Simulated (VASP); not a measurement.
# SiC3 (R3m) in VASP: settings compared

SiC3 is run at these levels: PBE, r2SCAN; tasks: single point.

All numbers are computed with VASP 6.6.1; they aren't measurements. Logs are shortened: lines on timing, memory, paths and dates and some standing lists are left out, and cuts for length are marked.

### Step 1. The cell of the first run

Symmetry: R3m, No. 160, trigonal system. Conventional cell: a = 2.894 Å, b = 2.894 Å, c = 14.359 Å, α = 90.00°, β = 90.00°, γ = 120.00°. Within 2.3 Å of C (site symmetry 3m) lie 3 C at 1.75 Å and 1 Si at 1.93 Å. Within 2.1 Å of C (site symmetry 3m) lie 1 C at 1.57 Å and 3 Si at 1.83 Å. Within 2.1 Å of C (site symmetry 3m) lie 4 C at 1.57 to 1.75 Å. Within 2.4 Å of Si (site symmetry 3m) lie 4 C at 1.83 to 1.93 Å.

### Step 2. Single point, PBE (volume changed by +6%)

File INCAR:

```
SYSTEM = SiC3
PREC = Accurate ; ENCUT = 520
EDIFF = 1E-6 ; ISMEAR = 0
SIGMA = 0.01 ; LREAL = .False.
LASPH = .True. ; NELM = 80
ALGO = Normal ; ISIF = 2
LWAVE = .False. ; LCHARG = .False.
GGA = PE ; NBANDS = 16
```

File KPOINTS:

```
Automatic mesh
0
Gamma
  8 8 8
  0 0 0
```

File POSCAR:

```
SiC3
1.0
    1.4470193280      0.8354369985      4.7863029143
   -1.4470193280      0.8354369985      4.7863029143
    0.0000000000     -1.6708739971      4.7863029143
C Si
3 1
Direct
    1.0086192312      0.0086192312      0.0086192312
    0.4883538732      0.4883538732      0.4883538732
    0.3791214684      0.3791214684      0.3791214684
    0.8739054272      0.8739054272      0.8739054272
```

Potentials or basis: VASP PAW PBE potentials, release 64 (C, Si).

Started as:

```sh
$ cat potpaw_PBE.64/C/POTCAR potpaw_PBE.64/Si/POTCAR > POTCAR
$ mpirun -np 1 vasp_std > vasp.out
```

OUTCAR:

```text
SYSTEM = SiC3
   PREC = Accurate
   ENCUT = 520
   EDIFF = 1E-6
   ISMEAR = 0
   LREAL = .False.
   LASPH = .True.
   NELM = 80
   ISIF = 2
   GGA = PE

 ion  position               nearest neighbor table
   1  0.009  0.009  0.009-   3 1.75   3 1.75   3 1.75   4 1.93
   2  0.488  0.488  0.488-   3 1.57   4 1.83   4 1.83   4 1.83
   3  0.379  0.379  0.379-   2 1.57   1 1.75   1 1.75   1 1.75
   4  0.874  0.874  0.874-   2 1.83   2 1.83   2 1.83   1 1.93

  LATTYP: Found a trigonal (rhomboedric) cell.
 ALAT       =     5.0695675853
 COS(alpha) =     0.8370565808

  Lattice vectors:

 A1 = (   1.4470193280,   0.8354369985,   4.7863029143)
 A2 = (  -1.4470193280,   0.8354369985,   4.7863029143)
 A3 = (   0.0000000000,  -1.6708739971,   4.7863029143)

Analysis of symmetry for initial positions (statically):
=====================================================================
 Subroutine PRICEL returns:
 Original cell was already a primitive cell.

 Routine SETGRP: Setting up the symmetry group for a
 trigonal (rhombohedral) supercell.

 Subroutine GETGRP returns: Found  6 space group operations
 (whereof  6 operations were pure point group operations)
 out of a pool of 12 trial point group operations.

The static configuration has the point symmetry C_3v.

Analysis of symmetry for dynamics (positions and initial velocities):
=====================================================================
 Subroutine PRICEL returns:
 Original cell was already a primitive cell.

 Routine SETGRP: Setting up the symmetry group for a
 trigonal (rhombohedral) supercell.

 Subroutine GETGRP returns: Found  6 space group operations
 (whereof  6 operations were pure point group operations)
 out of a pool of 12 trial point group operations.

The dynamic configuration has the point symmetry C_3v.

 Subroutine INISYM returns: Found  6 space group operations
 (whereof  6 operations are pure point group operations),
 and found     1 'primitive' translations

----------------------------------------------------------------------------------------

                                     Primitive cell

  volume of cell :      34.7168

  direct lattice vectors                    reciprocal lattice vectors
     1.447019328  0.835436998  4.786302914     0.345537886  0.199496392  0.069643175
    -1.447019328  0.835436998  4.786302914    -0.345537886  0.199496392  0.069643175
     0.000000000 -1.670873997  4.786302914     0.000000000 -0.398992783  0.069643175

  length of vectors
     5.069567585  5.069567585  5.069567585     0.405025200  0.405025200  0.405025200

  position of ions in fractional coordinates (direct lattice)
     0.008619231  0.008619231  0.008619231
     0.488353873  0.488353873  0.488353873
     0.379121468  0.379121468  0.379121468
     0.873905427  0.873905427  0.873905427

  ion indices of the primitive-cell ions
   primitive index   ion index
                 1           1
                 2           2
                 3           3
                 4           4

----------------------------------------------------------------------------------------

 KPOINTS: Automatic mesh

Automatic generation of k-mesh.
 Grid dimensions read from file:
 generate k-points for:    8    8    8

 Generating k-lattice:

  Cartesian coordinates                     Fractional coordinates (reciprocal lattice)
     0.043192236  0.024937049  0.008705397     0.125000000  0.000000000  0.000000000
    -0.043192236  0.024937049  0.008705397     0.000000000  0.125000000  0.000000000
     0.000000000 -0.049874098  0.008705397    -0.000000000 -0.000000000  0.125000000

  Length of vectors
     0.050628150  0.050628150  0.050628150

  Shift w.r.t. Gamma in fractional coordinates (k-lattice)
     0.000000000  0.000000000  0.000000000

 Subroutine IBZKPT returns following result:
 ===========================================

 Found     65 irreducible k-points:

 Following reciprocal coordinates:
            Coordinates               Weight
  0.000000  0.000000  0.000000      1.000000
  0.125000 -0.000000  0.000000      6.000000
  0.250000 -0.000000  0.000000      6.000000
  0.375000 -0.000000 -0.000000      6.000000
  0.500000 -0.000000  0.000000      3.000000
  0.125000  0.125000  0.000000      6.000000
[... 16 lines left out ...]
  0.250000  0.125000  0.125000      6.000000
  0.375000  0.125000  0.125000      6.000000
 [... further k-points ...]
   k-points           NKPTS =     65   k-points in BZ     NKDIM =     65   number of bands    NBANDS=     16
   number of dos      NEDOS =    301   number of ions     NIONS =      4
   total plane-waves  NPLWV =  64000
   dimension x,y,z NGX =    40 NGY =   40 NGZ =   40
   dimension x,y,z NGXF=    80 NGYF=   80 NGZF=   80
   ions per type =               3   1
   NGX,Y,Z   is equivalent  to a cutoff of  13.12, 13.12, 13.12 a.u.
   NGXF,Y,Z  is equivalent  to a cutoff of  26.23, 26.23, 26.23 a.u.
 SYSTEM =  SiC3
   PREC   = accura    normal or accurate (medium, high low for compatibility)
   ISTART =      0    job   : 0-new  1-cont  2-samecut
   ICHARG =      2    charge: 1-file 2-atom 10-const
   ISPIN  =      1    spin polarized calculation?
   LNONCOLLINEAR =      F non collinear calculations
   LSORBIT =      F    spin-orbit coupling
   LASPH  =      T    aspherical Exc in radial PAW
   ENCUT  =  520.0 eV  38.22 Ry    6.18 a.u.   9.43  9.43  9.43*2*pi/ulx,y,z
   NELM   =     80;   NELMIN=  2; NELMDL= -5     # of ELM steps
   EDIFF  = 0.1E-05   stopping-criterion for ELM
   LREAL  =      F    real-space projection
   EDIFFG = 0.1E-04   stopping-criterion for IOM
   NSW    =      0    number of steps for IOM
   IBRION =     -1    ionic relax: 0-MD 1-quasi-New 2-CG
   NFREE  =      0    steps in history (QN), initial steepest desc. (CG)
   ISIF   =      2    stress and relaxation
   ISYM   =      2    0-nonsym 1-usesym 2-fastsym
   POTIM  = 0.5000    time-step for ionic-motion
   TEBEG  =    0.0;   TEEND  =   0.0 temperature during run
   PSTRESS=    0.0 pullay stress
   NELECT =      16.0000    total number of electrons
   NUPDOWN=      -1.0000    fix difference up-down
   EMIN   =  10.00;   EMAX   =-10.00  energy-range for DOS
   EFERMI =   0.00;   METHOD = LEGACY
   ISMEAR =     0;   SIGMA  =   0.01  broadening in eV -4-tet -1-fermi 0-gaus
   EFERMI_NEDOS =   21; number of points for ismear=-14 and -15
   IALGO  =     38    algorithm
   IMIX   =      4    mixing-type and parameters
     AMIX     =   0.40;   BMIX     =  1.00
     AMIX_MAG =   1.60;   BMIX_MAG =  1.00
  volume/ion in A,a.u.               =       8.68        58.57
  Fermi-wavevector in a.u.,A,eV,Ry     =   1.264547  2.389647 21.756795  1.599079
  Thomas-Fermi vector in A             =   2.397847
   LORBIT       =      0    0 simple, 1 ext, 2 COOP (PROOUT), +10 PAW based schemes
   GGA     = PE    functional components
   LHFCALC =     F    Hartree Fock is set to
   AEXX    =    0.0000 exact exchange contribution
   IVDW    =     0    specifies the selected vdW correction
   LEPSILON=     F    determine dielectric tensor
   LRPA    =     F    only Hartree local field effects (RPA)
 non-spin polarized calculation
 Gauss-broadening in eV      SIGMA  =   0.01
  energy-cutoff  :      520.00
  volume of cell :       34.72
 maximum number of plane-waves:       957
 NGX is ok and might be reduce to    40
   NGX = 19   NGY = 19   NGZ = 19

 number of electron      15.9999999 magnetization

 Free energy of the ion-electron system (eV)
  ---------------------------------------------------
  ext. energy  EPLUGINS =         0.00000000
  ---------------------------------------------------
  free energy    TOTEN  =       -30.95112266 eV

  energy without entropy =      -30.95112266  energy(sigma->0) =      -30.95112266

 E-fermi :   8.4374     XC(G=0): -11.7055

 val. band max:        8.3509061159   @ k =   0.0000   0.0000   0.0000
 cond. band min:       9.8744728945   @ k =   0.5000   0.5000   0.0000
 fundamental gap:      1.5235667786
 Fermi energy:         8.4374282924

 k-point     1 :       0.0000    0.0000    0.0000
  band No.  band energies     occupation
      1      -9.5013      2.00000
      2      -5.0730      2.00000
      3      -2.5217      2.00000
      4       5.5876      2.00000
      5       5.5876      2.00000
      6       7.2982      2.00000
[... 8 lines left out ...]
     15      16.5353      0.00000
     16      20.8543      0.00000

 k-point     2 :       0.1250   -0.0000    0.0000
  band No.  band energies     occupation
      1      -9.2045      2.00000
      2      -4.8602      2.00000
      3      -2.2161      2.00000
      4       4.1976      2.00000
      5       5.2030      2.00000
      6       6.7765      2.00000
[... 8 lines left out ...]
     15      17.2925      0.00000
     16      21.1826      0.00000

 k-point     3 :       0.2500   -0.0000    0.0000
  band No.  band energies     occupation
      1      -8.3334      2.00000
      2      -4.2527      2.00000
      3      -1.4578      2.00000
      4       1.8140      2.00000
      5       4.4319      2.00000
      6       4.4467      2.00000
[... 8 lines left out ...]
     15      18.6411      0.00000
     16      20.1121      0.00000

 k-point     4 :       0.3750   -0.0000   -0.0000
  band No.  band energies     occupation
      1      -6.9805      2.00000
      2      -3.6342      2.00000
      3      -1.3882      2.00000
      4       0.9921      2.00000
      5       2.0291      2.00000
      6       3.8398      2.00000
[... 8 lines left out ...]
     15      18.9869      0.00000
     16      19.8473      0.00000
[... 324 lines left out ...]
 k-point    22 :       0.1250    0.1250    0.1250
  band No.  band energies     occupation
      1      -9.4323      2.00000
      2      -5.5057      2.00000
      3      -1.9522      2.00000
      4       5.5993      2.00000
      5       5.5993      2.00000
      6       6.8201      2.00000
[... 8 lines left out ...]
     15      16.6033      0.00000
     16      20.9009      0.00000

 k-point    23 :       0.2500    0.1250    0.1250
  band No.  band energies     occupation
      1      -9.0921      2.00000
      2      -5.4790      2.00000
      3      -1.3783      2.00000
      4       4.1449      2.00000
      5       5.2690      2.00000
      6       6.3020      2.00000
[... 8 lines left out ...]
     15      17.3380      0.00000
     16      20.6853      0.00000

 k-point    24 :       0.3750    0.1250    0.1250
  band No.  band energies     occupation
      1      -8.1853      2.00000
      2      -4.9446      2.00000
      3      -0.5657      2.00000
      4       1.8103      2.00000
      5       4.4896      2.00000
      6       4.6888      2.00000
[... 8 lines left out ...]
     15      18.5334      0.00000
     16      19.5159      0.00000

 [... further k-points ...]

------------------------ aborting loop because EDIFF is reached ----------------------------------------

  FORCE on cell =-STRESS in cart. coord.  units (eV):
  Direction    XX          YY          ZZ          XY          YZ          ZX
  --------------------------------------------------------------------------------------
  -------------------------------------------------------------------------------------
  Total       -2.8911155     -2.8911155     -3.4752727      0.0000000      0.0000000      0.0000000
  in kB     -133.4247998   -133.4247998   -160.3836175      0.0000000      0.0000000      0.0000000
  external PRESSURE =    -142.4110724 kB  Pullay stress =       0.0000000 kB

 VOLUME and BASIS-vectors are now :
 -----------------------------------------------------------------------------
  energy-cutoff  :      520.00
  volume of cell :       34.72
      direct lattice vectors                 reciprocal lattice vectors
     1.447019328  0.835436998  4.786302914     0.345537886  0.199496392  0.069643175
    -1.447019328  0.835436998  4.786302914    -0.345537886  0.199496392  0.069643175
     0.000000000 -1.670873997  4.786302914     0.000000000 -0.398992783  0.069643175

 POSITION                                       TOTAL-FORCE (eV/Angst)
 -----------------------------------------------------------------------------------
      0.00000     -0.00000      0.12376         0.000000      0.000000     -0.136568
      0.00000     -0.00000      7.01223         0.000000     -0.000000      0.160904
      0.00000     -0.00000      5.44377         0.000000     -0.000000      0.335089
      0.00000     -0.00000     12.54833         0.000000      0.000000     -0.359424
 -----------------------------------------------------------------------------------
    total drift:                                0.000000      0.000000     -0.000001

  FREE ENERGIE OF THE ION-ELECTRON SYSTEM (eV)
  ---------------------------------------------------
  free  energy   TOTEN  =       -30.9511226575 eV

  energy  without entropy=      -30.9511226575  energy(sigma->0) =      -30.95112266
```

It took 2.2 min on 1 thread of Intel Xeon 8259CL, shared host; peak memory 0.23 GiB.

Results:

```
Free energy            : -30.9511 eV
Pressure               : -14.2 GPa
Largest force          : 0.359 eV/Å
Band gap on the k mesh : 1.52 eV, indirect (least direct gap 3.08 eV)
```

Forces on the atoms (eV/Å):
```
C    0.000  0.000 -0.137
C    0.000  0.000  0.161
C    0.000  0.000  0.335
Si   0.000  0.000 -0.359
```

Stress tensor (GPa, compression positive):
```
-13.34   0.00   0.00
  0.00 -13.34   0.00
  0.00   0.00 -16.04
```

Levels at points of the mesh, in eV from the valence-band top:
| k point | band 5 | band 6 | band 7 | band 8 | band 9 | band 10 | band 11 | band 12 |
| --- | --- | --- | --- | --- | --- | --- | --- | --- |
| (0.00, 0.00, 0.00) | -2.76 | -1.05 | 0.00 | 0.00 | 3.10 | 4.45 | 4.45 | 4.54 |
| (0.50, 0.00, 0.00) | -6.35 | -4.93 | -4.73 | -2.33 | 3.01 | 3.92 | 6.06 | 8.36 |
| (0.50, 0.50, 0.00) | -5.18 | -5.04 | -2.33 | -1.57 | 1.52 | 2.43 | 5.73 | 6.12 |
| (0.50, 0.50, 0.50) | -2.68 | -2.68 | -0.35 | -0.35 | 3.22 | 5.01 | 5.01 | 5.22 |

### Step 3. Single point, r2SCAN (volume changed by -6%)

File POSCAR:

```
SiC3
1.0
    1.3865394441      0.8005189213      4.5747390596
   -1.3865394441      0.8005189213      4.5747390596
    0.0000000000     -1.6010378426      4.5747390595
C Si
3 1
Direct
    1.0082378925      0.0082378925      0.0082378925
    0.4889604675      0.4889604675      0.4889604675
    0.3791724032      0.3791724032      0.3791724032
    0.8736292368      0.8736292368      0.8736292368
```

File INCAR.step1:

```
PREC = Accurate
ENCUT = 520
ISMEAR = 0
SIGMA = 0.01
LREAL = F
LASPH = T
NELM = 80
NBANDS = 16
GGA = PE
ALGO = Normal
EDIFF = 1E-4
LWAVE = T
LCHARG = F
```

File INCAR.step2:

```
PREC = Accurate
ENCUT = 520
EDIFF = 1E-6
ISMEAR = 0
SIGMA = 0.01
LREAL = F
LASPH = T
NELM = 80
ALGO = Normal
ISIF = 2
LWAVE = F
LCHARG = F
METAGGA = R2SCAN
LMIXTAU = T
NBANDS = 16
ISTART = 1
```

File KPOINTS:

```
Automatic mesh
0
Gamma
  8 8 8
```

Potentials or basis: VASP PAW PBE potentials, release 64 (C, Si).

Started as:

```sh
$ cat potpaw_PBE.64/C/POTCAR potpaw_PBE.64/Si/POTCAR > POTCAR
$ cp INCAR.step1 INCAR
$ mpirun -np 1 vasp_std > vasp.out
$ cp INCAR.step2 INCAR
$ mpirun -np 1 vasp_std > vasp.out
```

It took 5.3 min on 1 thread of Intel Xeon 8259CL, shared host; peak memory 0.22 GiB.

It converged, with:

| Item | Value |
| --- | --- |
| Free energy | -36.5787 eV |
| Pressure | 20.1 GPa |
| Largest force | 0.445 eV/Å |
| Band gap on the k mesh | 1.89 eV, indirect (least direct gap 3.65 eV) |

Forces on the atoms (eV/Å):
```
C    0.000  0.000  0.133
C    0.000  0.000 -0.068
C    0.000  0.000 -0.445
Si   0.000  0.000  0.381
```

Stress tensor (GPa, compression positive):
```
19.12  0.00  0.00
 0.00 19.12  0.00
 0.00  0.00 22.19
```

Levels at points of the mesh, in eV from the valence-band top:
| k point | band 4 | band 5 | band 6 | band 7 | band 8 | band 9 | band 10 | band 11 | band 12 | band 13 |
| --- | --- | --- | --- | --- | --- | --- | --- | --- | --- | --- |
| (0.00, 0.00, 0.00) | -3.07 | -3.07 | -1.01 | 0.00 | 0.00 | 4.76 | 5.26 | 5.26 | 5.51 | 9.60 |
| (0.50, 0.00, 0.00) | -8.75 | -7.14 | -5.45 | -5.42 | -2.66 | 3.68 | 4.66 | 6.96 | 9.92 | 10.34 |
| (0.50, 0.50, 0.00) | -10.36 | -5.90 | -5.79 | -2.56 | -1.76 | 1.89 | 3.07 | 7.15 | 7.40 | 7.82 |
| (0.50, 0.50, 0.50) | -5.32 | -2.98 | -2.98 | -0.37 | -0.37 | 4.78 | 5.91 | 5.91 | 6.35 | 10.33 |

Caveat: the PAW data sets were made with another functional, which shifts forces and pressure a little.

[end of part 1 of 2]
